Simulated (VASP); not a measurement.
A run of VASP 6.6.1 is set up as follows.

File INCAR:

```
PREC = Accurate ; ENCUT = 520
EDIFF = 1E-6 ; ISMEAR = 0
SIGMA = 0.1 ; LREAL = F
LASPH = T ; NELM = 150
ALGO = Normal ; ISIF = 2
LWAVE = F ; LCHARG = F
ISPIN = 2 ; MAGMOM = 0 1.81
LORBIT = 11 ; LMAXMIX = 4
GGA = PE ; NBANDS = 25
```

Contents of KPOINTS:

```
regular mesh
0
Gamma
  16 16 16
```

The input POSCAR:

```
SnMo
1.0
    0.0000000000      3.1277708989      3.1277708989
    3.1277708989      0.0000000000      3.1277708989
    3.1277708989      3.1277708989      0.0000000000
Sn Mo
1 1
Direct
    0.2500000000      0.2500000000      0.2500000000
    0.0000000000      0.0000000000      0.0000000000
```

Potentials or basis: VASP PAW PBE potentials, release 64 (Sn_d, Mo_sv).

Launch:

```bash
$ cat potpaw_PBE.64/Sn_d/POTCAR potpaw_PBE.64/Mo_sv/POTCAR > POTCAR
$ mpirun -np 1 vasp_std > vasp.out
```

(1) Predict the pressure.

(2) Predict the net moment.

(3) Predict the site moments.

## Answers

(1) 0.0 GPa.

(2) 2.01 μB per cell.

(3) Sn -0.14; Mo +1.92 μB.
